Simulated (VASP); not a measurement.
# Ta (Fm-3m) in VASP: single point with HSE06

Aim: the single point of Ta with HSE06.

All numbers are computed with VASP 6.6.1; they aren't measurements. Logs are shortened: lines on timing, memory, paths and dates and some standing lists are left out, and cuts for length are marked.

### Step 1. The cell of the first run

Symmetry: Fm-3m, No. 225, cubic system. The conventional cell has a = 4.219 Å, b = 4.219 Å, c = 4.219 Å, α = 90.00°, β = 90.00°, γ = 90.00°. Ta (site symmetry m-3m) has 12 Ta at 2.98 Å within 3.9 Å.

This isn't the form of Ta at room conditions, which is bcc.

### Step 2. Single point, HSE06 (18.78 Å³/atom)

POSCAR reads:

```
Ta
1.0
    0.0000000000      2.1095848213      2.1095848213
    2.1095848213      0.0000000000      2.1095848213
    2.1095848213      2.1095848213      0.0000000000
Ta
1
Direct
    0.0000000000      0.0000000000      0.0000000000
```

INCAR.step1 reads:

```
  ALGO = Normal
  EDIFF = 1E-5
  ENCUT = 520
  GGA = PE
  ISIF = 2
  ISMEAR = 0
  LASPH = True
  LCHARG = False
  LREAL = False
  LWAVE = True
  NBANDS = 12
  NELM = 100
  PREC = Accurate
  SIGMA = 0.05
```

INCAR.step2 reads:

```
  ALGO = Normal
  EDIFF = 1E-6
  ENCUT = 520
  GGA = PE
  HFSCREEN = 0.2079
  ISIF = 2
  ISMEAR = 0
  ISTART = 1
  LASPH = True
  LCHARG = False
  LHFCALC = True
  LREAL = False
  LWAVE = False
  NBANDS = 12
  NELM = 100
  PREC = Accurate
  PRECFOCK = Normal
  SIGMA = 0.05
```

KPOINTS reads:

```
k-points
0
Gamma
  8 8 8
```

Potentials or basis: VASP PAW PBE potentials, release 64 (Ta_pv).

Launch:

```bash
$ cat potpaw_PBE.64/Ta_pv/POTCAR > POTCAR
$ cp INCAR.step1 INCAR
$ mpirun -np 1 vasp_std > vasp.out
$ cp INCAR.step2 INCAR
$ mpirun -np 1 vasp_std > vasp.out
```

OUTCAR:

```text
EDIFF = 1E-6
   ENCUT = 520
   GGA = PE
   HFSCREEN = 0.2079
   ISIF = 2
   ISMEAR = 0
   ISTART = 1
   LASPH = True
   LHFCALC = True
   LREAL = False
   NELM = 100
   PREC = Accurate
   PRECFOCK = Normal

 ion  position               nearest neighbor table
   1  0.000  0.000  0.000-

  LATTYP: Found a face centered cubic cell.
 ALAT       =     4.2191696426

  Lattice vectors:

 A1 = (   0.0000000000,   2.1095848213,   2.1095848213)
 A2 = (   2.1095848213,   0.0000000000,   2.1095848213)
 A3 = (   2.1095848213,   2.1095848213,   0.0000000000)

Analysis of symmetry for initial positions (statically):
=====================================================================
 Subroutine PRICEL returns:
 Original cell was already a primitive cell.

 Routine SETGRP: Setting up the symmetry group for a
 face centered cubic supercell.

 Subroutine GETGRP returns: Found 48 space group operations
 (whereof 48 operations were pure point group operations)
 out of a pool of 48 trial point group operations.

The static configuration has the point symmetry O_h .

Analysis of symmetry for dynamics (positions and initial velocities):
=====================================================================
 Subroutine PRICEL returns:
 Original cell was already a primitive cell.

 Routine SETGRP: Setting up the symmetry group for a
 face centered cubic supercell.

 Subroutine GETGRP returns: Found 48 space group operations
 (whereof 48 operations were pure point group operations)
 out of a pool of 48 trial point group operations.

The dynamic configuration has the point symmetry O_h .

 Subroutine INISYM returns: Found 48 space group operations
 (whereof 48 operations are pure point group operations),
 and found     1 'primitive' translations

----------------------------------------------------------------------------------------

                                     Primitive cell

  volume of cell :      18.7768

  direct lattice vectors                    reciprocal lattice vectors
     0.000000000  2.109584821  2.109584821    -0.237013461  0.237013461  0.237013461
     2.109584821  0.000000000  2.109584821     0.237013461 -0.237013461  0.237013461
     2.109584821  2.109584821  0.000000000     0.237013461  0.237013461 -0.237013461

  length of vectors
     2.983403465  2.983403465  2.983403465     0.410519357  0.410519357  0.410519357

  position of ions in fractional coordinates (direct lattice)
     0.000000000  0.000000000  0.000000000

  ion indices of the primitive-cell ions
   primitive index   ion index
                 1           1

----------------------------------------------------------------------------------------

 KPOINTS: k-points

Automatic generation of k-mesh.
 Grid dimensions read from file:
 generate k-points for:    8    8    8

 Generating k-lattice:

  Cartesian coordinates                     Fractional coordinates (reciprocal lattice)
    -0.029626683  0.029626683  0.029626683     0.125000000  0.000000000  0.000000000
     0.029626683 -0.029626683  0.029626683     0.000000000  0.125000000  0.000000000
     0.029626683  0.029626683 -0.029626683     0.000000000  0.000000000  0.125000000

  Length of vectors
     0.051314920  0.051314920  0.051314920

  Shift w.r.t. Gamma in fractional coordinates (k-lattice)
     0.000000000  0.000000000  0.000000000

 Subroutine IBZKPT returns following result:
 ===========================================

 Found     29 irreducible k-points:

 Following reciprocal coordinates:
            Coordinates               Weight
  0.000000  0.000000  0.000000      1.000000
  0.125000  0.000000  0.000000      8.000000
  0.250000  0.000000  0.000000      8.000000
  0.375000  0.000000  0.000000      8.000000
  0.500000  0.000000  0.000000      4.000000
  0.125000  0.125000  0.000000      6.000000
[... 16 lines left out ...]
  0.500000  0.250000  0.125000     48.000000
 -0.375000  0.250000  0.125000     24.000000
 [... further k-points ...]
   k-points           NKPTS =     29   k-points in BZ     NKDIM =    512   number of bands    NBANDS=     12
   number of dos      NEDOS =    301   number of ions     NIONS =      1
   total plane-waves  NPLWV =  13824
   dimension x,y,z NGX =    24 NGY =   24 NGZ =   24
   dimension x,y,z NGXF=    48 NGYF=   48 NGZF=   48
   ions per type =               1
   NGX,Y,Z   is equivalent  to a cutoff of  13.37, 13.37, 13.37 a.u.
   NGXF,Y,Z  is equivalent  to a cutoff of  26.75, 26.75, 26.75 a.u.
 SYSTEM =  unknown system
   PREC   = accura    normal or accurate (medium, high low for compatibility)
   ISTART =      1    job   : 0-new  1-cont  2-samecut
   ICHARG =      0    charge: 1-file 2-atom 10-const
   ISPIN  =      1    spin polarized calculation?
   LNONCOLLINEAR =      F non collinear calculations
   LSORBIT =      F    spin-orbit coupling
   LASPH  =      T    aspherical Exc in radial PAW
   ENCUT  =  520.0 eV  38.22 Ry    6.18 a.u.   5.55  5.55  5.55*2*pi/ulx,y,z
   NELM   =    100;   NELMIN=  2; NELMDL=  0     # of ELM steps
   EDIFF  = 0.1E-05   stopping-criterion for ELM
   LREAL  =      F    real-space projection
   EDIFFG = 0.1E-04   stopping-criterion for IOM
   NSW    =      0    number of steps for IOM
   IBRION =     -1    ionic relax: 0-MD 1-quasi-New 2-CG
   NFREE  =      0    steps in history (QN), initial steepest desc. (CG)
   ISIF   =      2    stress and relaxation
   ISYM   =      3    0-nonsym 1-usesym 2-fastsym
   POTIM  = 0.5000    time-step for ionic-motion
   TEBEG  =    0.0;   TEEND  =   0.0 temperature during run
   PSTRESS=    0.0 pullay stress
   NELECT =      11.0000    total number of electrons
   NUPDOWN=      -1.0000    fix difference up-down
   EMIN   =  10.00;   EMAX   =-10.00  energy-range for DOS
   EFERMI =   0.00;   METHOD = LEGACY
   ISMEAR =     0;   SIGMA  =   0.05  broadening in eV -4-tet -1-fermi 0-gaus
   EFERMI_NEDOS =   21; number of points for ismear=-14 and -15
   IALGO  =     38    algorithm
   IMIX   =      1    mixing-type and parameters
     AMIX     =   0.40;   BMIX     =  1.00
     AMIX_MAG =   1.60;   BMIX_MAG =  1.00
  volume/ion in A,a.u.               =      18.78       126.71
  Fermi-wavevector in a.u.,A,eV,Ry     =   1.369826  2.588596 25.530288  1.876423
  Thomas-Fermi vector in A             =   2.495667
   LORBIT       =      0    0 simple, 1 ext, 2 COOP (PROOUT), +10 PAW based schemes
   GGA     = PE    functional components
   LHFCALC =     T    Hartree Fock is set to
   PRECFOCK=normal    Normal, Fast or Accurate (Low or Medium for compatibility)
   ENCUT4O =  -1.0   cutoff for four orbital integrals eV
   NKREDX  =     1    reduce k-point grid by
   NKREDY  =     1    reduce k-point grid by
   NKREDZ  =     1    reduce k-point grid by
   AEXX    =    0.2500 exact exchange contribution
   HFSCREEN=    0.2079 screening length (either q_TF or 0.3 A-1)
   HFSCREENC=   0.2079 screening length for correlation (either q_TF or 0.3 A-1)
   ENCUTFOCK=  -1.0 apply spherical cutoff to Coloumb kernel
   IVDW    =     0    specifies the selected vdW correction
   LEPSILON=     F    determine dielectric tensor
   LRPA    =     F    only Hartree local field effects (RPA)
 non-spin polarized calculation
 Gauss-broadening in eV      SIGMA  =   0.05
  energy-cutoff  :      520.00
  volume of cell :       18.78
 maximum number of plane-waves:       531
 NGX is ok and might be reduce to    24
  NGX = 18; NGY = 18; NGZ = 18

 number of electron      11.0000001 magnetization

 Free energy of the ion-electron system (eV)
  ---------------------------------------------------
  ext. energy  EPLUGINS =         0.00000000
  ---------------------------------------------------
  free energy    TOTEN  =       -13.26609128 eV

  energy without entropy =      -13.26472630  energy(sigma->0) =      -13.26540879

 E-fermi :   5.5219     XC(G=0): -10.1571

 val. band max:        5.4743490471   @ k =   0.1250   0.0000   0.0000
 cond. band min:       5.5537778740   @ k =   0.3750   0.2500   0.0000
 fundamental gap:      0.0794288269
 Fermi energy:         5.5219169753

 k-point     1 :       0.0000    0.0000    0.0000
  band No.  band energies     occupation
      1     -30.6953      2.00000
      2     -30.6953      2.00000
      3     -30.6953      2.00000
      4      -3.9218      2.00000
      5       6.1331      0.00000
      6       6.1331      0.00000
      7       6.1332      0.00000
      8       9.6888      0.00000
      9       9.6888      0.00000
     10      18.5298      0.00000
     11      21.4476      0.00000
     12      23.7948      0.00000

 k-point     2 :       0.1250    0.0000    0.0000
  band No.  band energies     occupation
      1     -30.8750      2.00000
      2     -30.7163      2.00000
      3     -30.7163      2.00000
      4      -3.2429      2.00000
      5       5.4743      1.82151
      6       6.4294      0.00000
      7       6.4294      0.00000
      8       9.4192      0.00000
      9       9.4192      0.00000
     10      19.8165      0.00000
     11      21.4449      0.00000
     12      21.6267      0.00000

 k-point     3 :       0.2500    0.0000    0.0000
  band No.  band energies     occupation
      1     -31.2928      2.00000
      2     -30.7668      2.00000
      3     -30.7668      2.00000
      4      -1.5862      2.00000
      5       4.5136      2.00000
      6       6.6501      0.00000
      7       6.6501      0.00000
      8       9.6116      0.00000
      9       9.6116      0.00000
     10      18.7222      0.00000
     11      21.4476      0.00000
     12      22.6307      0.00000
[... 286 lines left out ...]
 k-point    23 :       0.5000    0.2500    0.1250
  band No.  band energies     occupation
      1     -31.5973      2.00000
      2     -31.1015      2.00000
      3     -30.8969      2.00000
      4       1.3060      2.00000
      5       3.5392      2.00000
      6       4.5866      2.00000
      7       7.7872      0.00000
      8      10.2845      0.00000
      9      13.1880      0.00000
     10      17.5274      0.00000
     11      21.4480      0.00000
     12      21.9534      0.00000

 k-point    24 :      -0.3750    0.2500    0.1250
  band No.  band energies     occupation
      1     -31.6857      2.00000
      2     -31.1424      2.00000
      3     -30.9305      2.00000
      4       1.6957      2.00000
      5       3.5014      2.00000
      6       4.9481      2.00000
      7       7.4671      0.00000
      8      11.3515      0.00000
      9      14.1323      0.00000
     10      15.2667      0.00000
     11      21.4479      0.00000
     12      21.4831      0.00000

 [... further k-points ...]
[... 5 lines left out ...]
  --------------------------------------------------------------------------------------
  -------------------------------------------------------------------------------------
  Total       -0.1409413     -0.1409413     -0.1409413     -0.0000000      0.0000000     -0.0000000
  in kB      -12.0261809    -12.0261809    -12.0261809     -0.0000000      0.0000000     -0.0000000
  external PRESSURE =     -12.0261809 kB  Pullay stress =       0.0000000 kB

 VOLUME and BASIS-vectors are now :
 -----------------------------------------------------------------------------
  energy-cutoff  :      520.00
  volume of cell :       18.78
      direct lattice vectors                 reciprocal lattice vectors
     0.000000000  2.109584821  2.109584821    -0.237013461  0.237013461  0.237013461
     2.109584821  0.000000000  2.109584821     0.237013461 -0.237013461  0.237013461
     2.109584821  2.109584821  0.000000000     0.237013461  0.237013461 -0.237013461

 POSITION                                       TOTAL-FORCE (eV/Angst)
 -----------------------------------------------------------------------------------
      0.00000      0.00000      0.00000         0.000000      0.000000      0.000000
 -----------------------------------------------------------------------------------
    total drift:                               -0.000000      0.000000     -0.000000

  FREE ENERGIE OF THE ION-ELECTRON SYSTEM (eV)
  ---------------------------------------------------
  free  energy   TOTEN  =       -13.2660912831 eV

  energy  without entropy=      -13.2647263016  energy(sigma->0) =      -13.26540879
```

It took 74 min on 1 thread of Intel Xeon 8259CL, shared host; peak memory 0.26 GiB.

What came out:

* Free energy: -13.2661 eV
* Pressure: -1.2 GPa
* Band gap on the k mesh: zero (an odd number of electrons rules out a gap without spin polarisation)

Levels at points of the mesh, in eV from the Fermi level:
| k point | band 1 | band 2 | band 3 | band 4 | band 5 | band 6 | band 7 | band 8 | band 9 | band 10 |
| --- | --- | --- | --- | --- | --- | --- | --- | --- | --- | --- |
| (0.00, 0.00, 0.00) | -36.22 | -36.22 | -36.22 | -9.44 | 0.61 | 0.61 | 0.61 | 4.17 | 4.17 | 13.01 |
| (0.50, 0.00, 0.00) | -37.37 | -36.36 | -36.36 | -5.49 | 0.18 | 0.46 | 0.46 | 6.46 | 6.46 | 10.84 |
| (0.50, 0.50, 0.00) | -37.29 | -36.61 | -36.61 | -5.10 | -4.13 | 2.79 | 6.59 | 7.12 | 7.12 | 11.76 |

Caveat: the PAW data sets were made with another functional, which shifts forces and pressure a little; spin-orbit coupling is left out, which moves the levels of the heavy elements.

The gap in the log of VASP goes by the Fermi energy; the results here count the filled bands.